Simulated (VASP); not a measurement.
Here is a VASP 6.6.1 calculation.

INCAR

```
SYSTEM = Au
ALGO = Normal
EDIFF = 1E-6
ENCUT = 520
GGA = PE
ISIF = 2
ISMEAR = 0
LASPH = .True.
LCHARG = .False.
LREAL = .False.
LWAVE = .False.
NBANDS = 12
NELM = 60
PREC = Accurate
SIGMA = 0.1
```

File KPOINTS:

```
k-points
0
Gamma
  18 18 18
  0 0 0
```

File POSCAR:

```
Au
1.0
    0.0000000000      2.0366150150      2.0366150150
    2.0366150150      0.0000000000      2.0366150150
    2.0366150150      2.0366150150      0.0000000000
Au
1
Direct
    0.0000000000      0.0000000000      0.0000000000
```

Potentials or basis: VASP PAW PBE potentials, release 64 (Au).

Run with:

```bash
$ cat potpaw_PBE.64/Au/POTCAR > POTCAR
$ mpirun -np 1 vasp_std > vasp.out
```

(1) Predict the pressure.

Answers

(1) 10.1 GPa.
